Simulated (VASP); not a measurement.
A run of VASP 6.6.1 is set up as follows.

File POSCAR:

```
ZnS
1.0
    0.0000000000      2.6945131952      2.6945131952
    2.6945131952      0.0000000000      2.6945131952
    2.6945131952      2.6945131952      0.0000000000
Zn S
1 1
Direct
   -0.0238856794      0.0238856794     -0.0238856794
    0.7987100973      0.7012899027      0.7987100973
```

Contents of INCAR.step1:

```
SYSTEM = ZnS
  ALGO = Normal
  EDIFF = 1E-4
  ENCUT = 520
  GGA = PE
  ISMEAR = 0
  LASPH = .TRUE.
  LCHARG = .FALSE.
  LREAL = .FALSE.
  LWAVE = .TRUE.
  NBANDS = 16
  NELM = 100
  PREC = Accurate
  SIGMA = 0.05
```

File INCAR.step2:

```
SYSTEM = ZnS
  ALGO = Normal
  EDIFF = 1E-6
  ENCUT = 520
  ISIF = 2
  ISMEAR = 0
  ISTART = 1
  LASPH = .TRUE.
  LCHARG = .TRUE.
  LELF = .TRUE.
  LMIXTAU = .TRUE.
  LREAL = .FALSE.
  LVHAR = .TRUE.
  LWAVE = .FALSE.
  METAGGA = R2SCAN
  NBANDS = 16
  NELM = 100
  PREC = Accurate
  SIGMA = 0.05
```

File KPOINTS:

```
k-points
0
G
  8 8 8
  0 0 0
```

Potentials or basis: VASP PAW PBE potentials, release 64 (Zn, S).

Command:

```console
$ cat potpaw_PBE.64/Zn/POTCAR potpaw_PBE.64/S/POTCAR > POTCAR
$ cp INCAR.step1 INCAR
$ mpirun -np 1 vasp_std > vasp.out
$ cp INCAR.step2 INCAR
$ mpirun -np 1 vasp_std > vasp.out
```

(1) What does it give for the pressure?

(2) Predict the largest force.

Results:

(1) 5.2 GPa.

(2) 2.123 eV/Å.

Caveat: the cell differs from its parent crystal (atoms displaced along a vibrational mode); the cell stands under pressure; the PAW data sets were made with another functional, which shifts forces and pressure a little.
